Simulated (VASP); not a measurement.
# Tl8Br7 (a cell with a defect) in VASP: single point with PBE

Aim: the single point of Tl8Br7 (a cell with a defect) with PBE.

All numbers are computed with VASP 6.6.1; they aren't measurements. Logs are shortened: lines on timing, memory, paths and dates and some standing lists are left out, and cuts for length are marked.

## (1) The cell of the first run

The cell holds a defect, 15 atoms: a = 8.002 Å, b = 8.002 Å, c = 8.002 Å, α = 90.00°, β = 90.00°, γ = 90.00°.

## (2) Single point, PBE

File INCAR:

```
  PREC = Accurate
  ENCUT = 520
  EDIFF = 1E-6
  ISMEAR = -1
  SIGMA = 0.1
  LREAL = Auto
  LASPH = True
  NELM = 60
  ALGO = Normal
  ISIF = 2
  LWAVE = False
  LCHARG = True
  GGA = PE
  LELF = True
  LVHAR = True
  NBANDS = 90
```

File KPOINTS:

```
Automatic mesh
0
Gamma
  2 2 2
```

File POSCAR:

```
Tl8Br7
1.0
    8.0015780000      0.0000000000      0.0000000000
    0.0000000000      8.0015780000      0.0000000000
    0.0000000000      0.0000000000      8.0015780000
Tl Br
8 7
Direct
    0.0052179708      0.0042369143      0.0047690593
    0.0037863781      0.0041104392      0.4965174369
    0.0038743608      0.4962937311      0.0061259167
    0.0051584825      0.4964608231      0.4980263893
    0.4973981382      0.0044484975      0.0057091239
    0.4958833120      0.0044517469      0.4980998748
    0.4959133061      0.4966944020      0.0047755580
    0.4971236924      0.4969312303      0.4966285400
    0.2503894857      0.2504309775      0.2516752321
    0.2509022595      0.2502632606      0.7520115407
    0.2507551635      0.7505259588      0.2514419031
    0.2504299777      0.7504702197      0.7515904988
    0.7505324575      0.2505510788      0.2513259260
    0.7505595771      0.7505835724      0.2517412190
    0.7509066337      0.2504102316      0.7513852893
```

Potentials or basis: VASP PAW PBE potentials, release 64 (Tl_d, Br).

Launch:

```bash
$ cat potpaw_PBE.64/Tl_d/POTCAR potpaw_PBE.64/Br/POTCAR > POTCAR
$ mpirun -np 1 vasp_std > vasp.out
```

OUTCAR:

```text
PREC = Accurate
   ENCUT = 520
   EDIFF = 1E-6
   ISMEAR = -1
   LREAL = Auto
   LASPH = True
   NELM = 60
   ISIF = 2
   GGA = PE

 ion  position               nearest neighbor table
   1  0.005  0.004  0.005-   9 3.41  10 3.44  11 3.45  13 3.45   2 3.93   3 3.94   5 3.94   5 4.06
                             3 4.06   2 4.07
   2  0.004  0.004  0.497-   9 3.41  13 3.44  11 3.44  10 3.46   1 3.93   6 3.94   4 3.94   4 4.06
                             6 4.06   1 4.07
   3  0.004  0.496  0.006-   9 3.41  13 3.44  11 3.45  10 3.45   4 3.94   7 3.94   1 3.94   1 4.06
                             7 4.06   4 4.07
   4  0.005  0.496  0.498-   9 3.41  10 3.45  11 3.45  13 3.45   3 3.94   8 3.94   2 3.94   2 4.06
                             8 4.07   3 4.07
   5  0.497  0.004  0.006-   9 3.41  13 3.44  10 3.45  11 3.45   1 3.94   7 3.94   6 3.94   6 4.06
                             7 4.06   1 4.06
   6  0.496  0.004  0.498-   9 3.41  10 3.44  11 3.45  13 3.45   2 3.94   5 3.94   8 3.94   8 4.06
                             5 4.06   2 4.06
   7  0.496  0.497  0.005-   9 3.41  10 3.44  11 3.45  13 3.45   8 3.94   3 3.94   5 3.94   5 4.06
                             3 4.06   8 4.07
   8  0.497  0.497  0.497-   9 3.41  13 3.44  11 3.44  10 3.46   7 3.94   4 3.94   6 3.94   6 4.06
                             4 4.07   7 4.07
   9  0.250  0.250  0.252-   4 3.41   2 3.41   6 3.41   3 3.41   8 3.41   1 3.41   7 3.41   5 3.41

  10  0.251  0.250  0.752-   7 3.44   1 3.44   6 3.44   4 3.45   5 3.45   3 3.45   8 3.46   2 3.46

  11  0.251  0.751  0.251-   8 3.44   2 3.44   7 3.45   6 3.45   1 3.45   4 3.45   5 3.45   3 3.45

  12  0.250  0.750  0.752-
  13  0.751  0.251  0.251-   3 3.44   5 3.44   2 3.44   8 3.44   4 3.45   7 3.45   6 3.45   1 3.45

  14  0.751  0.751  0.252-
  15  0.751  0.250  0.751-

  LATTYP: Found a simple cubic cell.
 ALAT       =     8.0015780000

  Lattice vectors:

 A1 = (   8.0015780000,   0.0000000000,   0.0000000000)
 A2 = (   0.0000000000,   8.0015780000,   0.0000000000)
 A3 = (   0.0000000000,   0.0000000000,   8.0015780000)

Analysis of symmetry for initial positions (statically):
=====================================================================
 Subroutine PRICEL returns:
 Original cell was already a primitive cell.

 Routine SETGRP: Setting up the symmetry group for a
 simple cubic supercell.

 Subroutine GETGRP returns: Found  1 space group operations
 (whereof  1 operations were pure point group operations)
 out of a pool of 48 trial point group operations.

The static configuration has the point symmetry C_1 .

Analysis of symmetry for dynamics (positions and initial velocities):
=====================================================================
 Subroutine PRICEL returns:
 Original cell was already a primitive cell.

 Routine SETGRP: Setting up the symmetry group for a
 simple cubic supercell.

 Subroutine GETGRP returns: Found  1 space group operations
 (whereof  1 operations were pure point group operations)
 out of a pool of 48 trial point group operations.

The dynamic configuration has the point symmetry C_1 .

 Subroutine INISYM returns: Found  1 space group operations
 (whereof  1 operations are pure point group operations),
 and found     1 'primitive' translations

----------------------------------------------------------------------------------------

                                     Primitive cell

  volume of cell :     512.3030

  direct lattice vectors                    reciprocal lattice vectors
     8.001578000  0.000000000  0.000000000     0.124975349  0.000000000  0.000000000
     0.000000000  8.001578000  0.000000000     0.000000000  0.124975349  0.000000000
     0.000000000  0.000000000  8.001578000     0.000000000  0.000000000  0.124975349

  length of vectors
     8.001578000  8.001578000  8.001578000     0.124975349  0.124975349  0.124975349

  position of ions in fractional coordinates (direct lattice)
     0.005217971  0.004236914  0.004769059
     0.003786378  0.004110439  0.496517437
     0.003874361  0.496293731  0.006125917
     0.005158483  0.496460823  0.498026389
     0.497398138  0.004448498  0.005709124
     0.495883312  0.004451747  0.498099875
     0.495913306  0.496694402  0.004775558
     0.497123692  0.496931230  0.496628540
     0.250389486  0.250430978  0.251675232
     0.250902260  0.250263261  0.752011541
     0.250755164  0.750525959  0.251441903
     0.250429978  0.750470220  0.751590499
     0.750532458  0.250551079  0.251325926
     0.750559577  0.750583572  0.251741219
     0.750906634  0.250410232  0.751385289

  ion indices of the primitive-cell ions
   primitive index   ion index
                 1           1
                 2           2
                 3           3
                 4           4
                 5           5
                 6           6
                 7           7
                 8           8
                 9           9
                10          10
                11          11
                12          12
                13          13
                14          14
                15          15

----------------------------------------------------------------------------------------

 KPOINTS: Automatic mesh

Automatic generation of k-mesh.
 Grid dimensions read from file:
 generate k-points for:    2    2    2

 Generating k-lattice:

  Cartesian coordinates                     Fractional coordinates (reciprocal lattice)
     0.062487674  0.000000000  0.000000000     0.500000000  0.000000000  0.000000000
     0.000000000  0.062487674  0.000000000     0.000000000  0.500000000  0.000000000
     0.000000000  0.000000000  0.062487674     0.000000000  0.000000000  0.500000000

  Length of vectors
     0.062487674  0.062487674  0.062487674

  Shift w.r.t. Gamma in fractional coordinates (k-lattice)
     0.000000000  0.000000000  0.000000000

 Subroutine IBZKPT returns following result:
 ===========================================

 Found      8 irreducible k-points:

 Following reciprocal coordinates:
            Coordinates               Weight
  0.000000  0.000000  0.000000      1.000000
  0.500000  0.000000  0.000000      1.000000
  0.000000  0.500000  0.000000      1.000000
  0.000000  0.000000  0.500000      1.000000
  0.500000  0.500000  0.000000      1.000000
  0.000000  0.500000  0.500000      1.000000
  0.500000  0.000000  0.500000      1.000000
  0.500000  0.500000  0.500000      1.000000
   k-points           NKPTS =      8   k-points in BZ     NKDIM =      8   number of bands    NBANDS=     90
   number of dos      NEDOS =    301   number of ions     NIONS =     15
   total plane-waves  NPLWV = 216000
   dimension x,y,z NGX =    60 NGY =   60 NGZ =   60
   dimension x,y,z NGXF=   120 NGYF=  120 NGZF=  120
   ions per type =               8   7
   NGX,Y,Z   is equivalent  to a cutoff of  12.47, 12.47, 12.47 a.u.
   NGXF,Y,Z  is equivalent  to a cutoff of  24.93, 24.93, 24.93 a.u.
 SYSTEM =  unknown system
   PREC   = accura    normal or accurate (medium, high low for compatibility)
   ISTART =      0    job   : 0-new  1-cont  2-samecut
   ICHARG =      2    charge: 1-file 2-atom 10-const
   ISPIN  =      1    spin polarized calculation?
   LNONCOLLINEAR =      F non collinear calculations
   LSORBIT =      F    spin-orbit coupling
   LASPH  =      T    aspherical Exc in radial PAW
   ENCUT  =  520.0 eV  38.22 Ry    6.18 a.u.  14.88 14.88 14.88*2*pi/ulx,y,z
   NELM   =     60;   NELMIN=  2; NELMDL= -5     # of ELM steps
   EDIFF  = 0.1E-05   stopping-criterion for ELM
   LREAL  =      T    real-space projection
   EDIFFG = 0.1E-04   stopping-criterion for IOM
   NSW    =      0    number of steps for IOM
   IBRION =     -1    ionic relax: 0-MD 1-quasi-New 2-CG
   NFREE  =      0    steps in history (QN), initial steepest desc. (CG)
   ISIF   =      2    stress and relaxation
   ISYM   =      2    0-nonsym 1-usesym 2-fastsym
   POTIM  = 0.5000    time-step for ionic-motion
   TEBEG  =    0.0;   TEEND  =   0.0 temperature during run
   PSTRESS=    0.0 pullay stress
   NELECT =     153.0000    total number of electrons
   NUPDOWN=      -1.0000    fix difference up-down
   EMIN   =  10.00;   EMAX   =-10.00  energy-range for DOS
   EFERMI =   0.00;   METHOD = LEGACY
   ISMEAR =    -1;   SIGMA  =   0.10  broadening in eV -4-tet -1-fermi 0-gaus
   EFERMI_NEDOS =   21; number of points for ismear=-14 and -15
   IALGO  =     38    algorithm
   IMIX   =      4    mixing-type and parameters
     AMIX     =   0.40;   BMIX     =  1.00
     AMIX_MAG =   1.60;   BMIX_MAG =  1.00
  volume/ion in A,a.u.               =      34.15       230.48
  Fermi-wavevector in a.u.,A,eV,Ry     =   1.094283  2.067895 16.292369  1.197455
  Thomas-Fermi vector in A             =   2.230585
   LORBIT       =      0    0 simple, 1 ext, 2 COOP (PROOUT), +10 PAW based schemes
   GGA     = PE    functional components
   LHFCALC =     F    Hartree Fock is set to
   AEXX    =    0.0000 exact exchange contribution
   IVDW    =     0    specifies the selected vdW correction
   LEPSILON=     F    determine dielectric tensor
   LRPA    =     F    only Hartree local field effects (RPA)
 non-spin polarized calculation
  energy-cutoff  :      520.00
  volume of cell :      512.30
 maximum number of plane-waves:     13854
 NGX is ok and might be reduce to    60
   NGX = 29   NGY = 29   NGZ = 29

 number of electron     152.9999948 magnetization

 Free energy of the ion-electron system (eV)
  ---------------------------------------------------
  ext. energy  EPLUGINS =         0.00000000
  ---------------------------------------------------
  free energy    TOTEN  =       -40.40069753 eV

  energy without entropy =      -40.32006990  energy(sigma->0) =      -40.36038371

 E-fermi :   4.0921     XC(G=0):  -8.5867

 val. band max:        3.8393656455   @ k =   0.0000   0.0000   0.0000
 cond. band min:       4.1697577399   @ k =   0.0000   0.0000   0.0000
 fundamental gap:      0.3303920944
 Fermi energy:         4.0920663901

 k-point     1 :       0.0000    0.0000    0.0000
  band No.  band energies     occupation
      1     -11.8703      2.00000
      2     -11.5868      2.00000
      3     -11.4931      2.00000
      4     -11.4923      2.00000
      5     -11.3826      2.00000
      6     -11.3820      2.00000
[... 80 lines left out ...]
     87       6.7777      0.00000
     88       6.7777      0.00000

 k-point     2 :       0.5000    0.0000    0.0000
  band No.  band energies     occupation
      1     -11.8474      2.00000
      2     -11.5585      2.00000
      3     -11.5328      2.00000
      4     -11.4503      2.00000
      5     -11.4256      2.00000
      6     -11.3393      2.00000
[... 535 lines left out ...]
     87       5.6617      0.00000
     88       5.6796      0.00000

 k-point     8 :       0.5000    0.5000    0.5000
  band No.  band energies     occupation
      1     -11.8137      2.00000
      2     -11.4638      2.00000
      3     -11.4599      2.00000
      4     -11.4581      2.00000
      5     -11.4372      2.00000
      6     -11.4356      2.00000
[... 80 lines left out ...]
     87       6.5021      0.00000
     88       6.5398      0.00000
 [bands above 88 left out]

------------------------ aborting loop because EDIFF is reached ----------------------------------------

  FORCE on cell =-STRESS in cart. coord.  units (eV):
  Direction    XX          YY          ZZ          XY          YZ          ZX
  --------------------------------------------------------------------------------------
  -------------------------------------------------------------------------------------
  Total        1.4510372      1.4474951      1.4641041     -0.0012461      0.0015727      0.0055787
  in kB        4.5379759      4.5268983      4.5788416     -0.0038972      0.0049183      0.0174467
  external PRESSURE =       4.5479053 kB  Pullay stress =       0.0000000 kB

 VOLUME and BASIS-vectors are now :
 -----------------------------------------------------------------------------
  energy-cutoff  :      520.00
  volume of cell :      512.30
      direct lattice vectors                 reciprocal lattice vectors
     8.001578000  0.000000000  0.000000000     0.124975349  0.000000000  0.000000000
     0.000000000  8.001578000  0.000000000     0.000000000  0.124975349  0.000000000
     0.000000000  0.000000000  8.001578000     0.000000000  0.000000000  0.124975349

 POSITION                                       TOTAL-FORCE (eV/Angst)
 -----------------------------------------------------------------------------------
      0.04175      0.03390      0.03816        -0.000811      0.001329     -0.001304
      0.03030      0.03289      3.97292         0.000842      0.002510      0.003645
      0.03100      3.97113      0.04902         0.000657     -0.001423     -0.004244
      0.04128      3.97247      3.98500        -0.000843     -0.003915      0.000015
      3.97997      0.03559      0.04568        -0.001465      0.001377      0.000288
      3.96785      0.03562      3.98559        -0.000122      0.002698     -0.001857
      3.96809      3.97434      0.03821         0.000401     -0.002208     -0.000198
      3.97777      3.97623      3.97381        -0.000765     -0.004478      0.002397
      2.00351      2.00384      2.01380         0.002693      0.000157      0.000768
      2.00761      2.00250      6.01728        -0.002152      0.002417     -0.006606
      2.00644      6.00539      2.01193        -0.000096      0.001129      0.001496
      2.00384      6.00495      6.01391         0.000446     -0.001828      0.000271
      6.00544      2.00480      2.01100         0.000238      0.001867      0.004537
      6.00566      6.00585      2.01433         0.001409     -0.001654      0.000041
      6.00844      2.00368      6.01227        -0.000432      0.002022      0.000751
 -----------------------------------------------------------------------------------
    total drift:                                0.010087      0.009109      0.014502

  FREE ENERGIE OF THE ION-ELECTRON SYSTEM (eV)
  ---------------------------------------------------
  free  energy   TOTEN  =       -40.4006975258 eV

  energy  without entropy=      -40.3200699028  energy(sigma->0) =      -40.36038371
```

Wall time 9.2 min (1 thread of Intel Xeon Platinum 8488C (Sapphire Rapids), shared host); peak memory 0.6 GiB.

What came out:

| Item | Value |
| --- | --- |
| Free energy | -40.4007 eV |
| Pressure | 0.5 GPa |
| Largest force | 0.007 eV/Å |
| Band gap on the k mesh | zero (an odd number of electrons rules out a gap without spin polarisation) |

Forces on the atoms (eV/Å):
```
Tl  -0.001  0.001 -0.001
Tl   0.001  0.003  0.004
Tl   0.001 -0.001 -0.004
Tl  -0.001 -0.004  0.000
Tl  -0.001  0.001  0.000
Tl   0.000  0.003 -0.002
Tl   0.000 -0.002  0.000
Tl  -0.001 -0.004  0.002
Br   0.003  0.000  0.001
Br  -0.002  0.002 -0.007
Br   0.000  0.001  0.001
Br   0.000 -0.002  0.000
Br   0.000  0.002  0.005
Br   0.001 -0.002  0.000
Br   0.000  0.002  0.001
```

Caveat: the k points lie up to 0.39 Å⁻¹ apart, too coarse for converged energies and pressures of a metal; spin-orbit coupling is left out, which moves the levels of the heavy elements; an odd number of electrons without spin polarisation forces a metal; a magnetic or distorted state may lie lower.
